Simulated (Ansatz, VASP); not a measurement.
Al in VASP and in Ansatz

```
Al
1.0
     2.93040    0.00000    0.00000
    -1.46520    2.53780    0.00000
     0.00000    0.00000    4.38657
Al
2
Direct
  0.66667 0.33333 0.75000
  0.33333 0.66667 0.25000
```

Alike in both runs: task single point; functional PBEsol; k mesh 24 × 24 × 14; occupations gaussian, width 0.15 eV; no spin polarisation.

|  | VASP | Ansatz |
| --- | --- | --- |
| version | VASP 6.6.1 | Ansatz 0.2.0 |
| potentials or method | VASP PAW PBE potentials, release 64 (Al), cutoff 520 eV | scalar-relativistic, plane waves, PAW |
| valence electrons in the cell | 6 | 6 |

```csv
,VASP,Ansatz,Ansatz less VASP
gap on the k mesh at the Fermi level (eV),none,none,-
pressure (GPa),0.8,0.7,-0.06
"traceless stress, the component that is largest in VASP (GPa)",4.45,4.42,-0.034
```

VASP's potentials were made for PBE, not for PBEsol. A gap of «none» marks a metal or a gap that the smearing closes.
